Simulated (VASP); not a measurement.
Wanted: the native input for a VASP 6.6.1 run.

* Task: single point
* Functional: PBEsol
* Potentials or basis: VASP PAW PBE potentials, release 64 (Sn_d, Se)
* Cutoff: 520 eV
* k mesh: 5 × 5 × 5
* Occupations: fermi-dirac, width 0.01 eV
* Spin: no spin polarisation
* Dipole correction: no
* Further INCAR settings: ALGO = Normal; EDIFF = 1e-06; NBANDS = 17

The structure of SnSe lies in POSCAR:

```
SnSe
1.0
    0.0000000000      2.6899228162      2.6899228162
    2.6899228162      0.0000000000      2.6899228162
    2.6899228162      2.6899228162      0.0000000000
Sn Se
1 1
Direct
    0.0000000000      0.0000000000      0.0000000000
    0.5000000000      0.5000000000      0.5000000000
```

One way to write it, as run:

INCAR

```
PREC = Accurate ; ENCUT = 520
EDIFF = 1E-6 ; ISMEAR = -1
SIGMA = 0.01 ; LREAL = F
LASPH = T ; NELM = 60
ALGO = Normal ; ISIF = 2
LWAVE = F ; LCHARG = F
GGA = PS ; NBANDS = 17
```

KPOINTS

```
Automatic mesh
0
Gamma
  5 5 5
```

Potentials or basis: VASP PAW PBE potentials, release 64 (Sn_d, Se).

The run is started by

```sh
$ cat potpaw_PBE.64/Sn_d/POTCAR potpaw_PBE.64/Se/POTCAR > POTCAR
$ mpirun -np 1 vasp_std > vasp.out
```

Results of the run:

```yaml
Pressure: 30.2 GPa
```

Caveat: the PAW data sets were made with another functional, which shifts forces and pressure a little.

It took 8.9 s on 1 thread of Intel Xeon 8259CL, with other jobs on the host, peak memory 0.16 GiB.
